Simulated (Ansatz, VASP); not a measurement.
# CsPbI2Br: VASP beside Ansatz

INCAR

```
SYSTEM = CsPbI2Br
ALGO = Normal
EDIFF = 1E-7
ENCUT = 520
GGA = CA
ISIF = 2
ISMEAR = 0
LASPH = .True.
LCHARG = .False.
LREAL = .False.
LWAVE = .False.
NBANDS = 30
NELM = 100
PREC = Accurate
SIGMA = 0.01
```

KPOINTS

```
k-points
0
Gamma
  4 4 4
  0 0 0
```

Contents of POSCAR:

```
CsPbI2Br
1.0
    6.3752960000      0.0000000000      0.0000000000
    0.0000000000      6.3752960000      0.0000000000
    0.0000000000      0.0000000000      5.9622200000
Cs Pb I Br
1 1 2 1
Direct
    0.5000000000      0.5000000000      0.5000000000
    0.0000000000      0.0000000000      0.0000000000
    0.0000000000      0.5000000000      0.0000000000
    0.5000000000      0.0000000000      0.0000000000
    0.0000000000      0.0000000000      0.5000000000
```

Input for Ansatz:

```yaml
crystal:
  lattice:
    - [6.375296, 0.0, 0.0]
    - [0.0, 6.375296, 0.0]
    - [0.0, 0.0, 5.96222]
  atoms:
    - { symbol: Cs, position: [0.5, 0.5, 0.5] }
    - { symbol: Pb, position: [0.0, 0.0, 0.0] }
    - { symbol: I, position: [0.0, 0.5, 0.0] }
    - { symbol: I, position: [0.5, 0.0, 0.0] }
    - { symbol: Br, position: [0.0, 0.0, 0.5] }
basis:
  ecutwfc: 462.593566181796
kpoints:
  mp_grid:
    grid: [4, 4, 4]
hamiltonian:
  xc: lda
scf:
  occupations:
    method: fixed
output:
  polarization: {}
```

Alike in both runs: task single point; functional LDA; k mesh 4 × 4 × 4; no spin polarisation.

```csv
,VASP,Ansatz
version,VASP 6.6.1,Ansatz 0.2.0
potentials or method,"VASP PAW LDA potentials, release 64 (Cs_sv, Pb_d, I, Br), cutoff 520 eV","plane waves, PAW"
occupations,"gaussian, width 0.01 eV",fixed
valence electrons in the cell,44,64
```

|  | VASP | Ansatz | Ansatz less VASP |
| --- | --- | --- | --- |
| gap on the k mesh at the Fermi level (eV) | 1.33 | 1.35 | +0.025 |

LDA's correlation is that of Perdew and Zunger in VASP and of Perdew and Wang (1992) in Ansatz. VASP's potentials hold 44 valence electrons a cell and Ansatz's 64, so a difference there can come from the potentials and not from the codes.

Neither program's run includes spin-orbit coupling.
